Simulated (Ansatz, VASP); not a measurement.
## Two plane-wave programs on Na

```
Na
1.0
     3.76700    0.00000    0.00000
    -1.88350    3.26232    0.00000
     0.00000    0.00000    6.15400
Na
2
Cartesian
  1.8835 1.0874 4.6155
  0.0000 2.1749 1.5385
```

Alike in both runs: functional HSE06; k mesh 5 × 5 × 3; occupations fermi-dirac, width 0.05 eV; no spin polarisation.

|  | VASP | Ansatz |
| --- | --- | --- |
| version | VASP 6.6.1 | Ansatz 0.2.0 |
| potentials or method | VASP PAW PBE potentials, release 64 (Na_pv) | Ansatz PAW |
| plane-wave cutoff (eV) | 520 | 420 |
| valence electrons in the cell | 14 | 18 |
| task | single point | projected density of states |

|  | VASP | Ansatz | Ansatz less VASP |
| --- | --- | --- | --- |
| gap on the k mesh at the Fermi level (eV) | none | none | - |
| pressure (GPa) | -0.1 | -0.1 | +0.01 |
| traceless stress, the component that is largest in VASP (GPa) | 0.07 | 0.07 | -0.002 |

A gap of «none» marks a metal or a gap that the smearing closes. VASP's potentials hold 14 valence electrons a cell and Ansatz's 18, so a difference there can come from the potentials and not from the codes.

The k mesh is coarse, so the values compare programs but aren't converged.
